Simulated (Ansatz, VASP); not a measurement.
P: VASP beside Ansatz

```
P
1.0
     3.32400    0.00000    0.00000
    -1.66200    2.87867    0.00000
     0.00000    0.00000   28.00000
P
2
Direct
  0.33333 0.66667 0.52382
  0.66667 0.33333 0.47618
```

Alike in both runs: task single point; functional PBE; dispersion D3(BJ); k mesh 9 × 9 × 1; occupations gaussian, width 0.02 eV; no spin polarisation.

|  | VASP | Ansatz |
| --- | --- | --- |
| version | VASP 6.6.1 | Ansatz 0.2.0 |
| potentials or method | VASP PAW PBE potentials, release 64 (P), cutoff 520 eV | scalar-relativistic, plane waves, PAW |
| valence electrons in the cell | 10 | 10 |

```tsv
	VASP	Ansatz	Ansatz less VASP
gap on the k mesh at the Fermi level (eV)	1.69	1.69	-0.001
least direct gap on the mesh (eV)	2.43	2.40	-0.035
rms of the force components (eV/Å)	0.934	0.892	-0.0417
```

Atom by atom the forces differ by 0.042 eV/Å (rms over components).
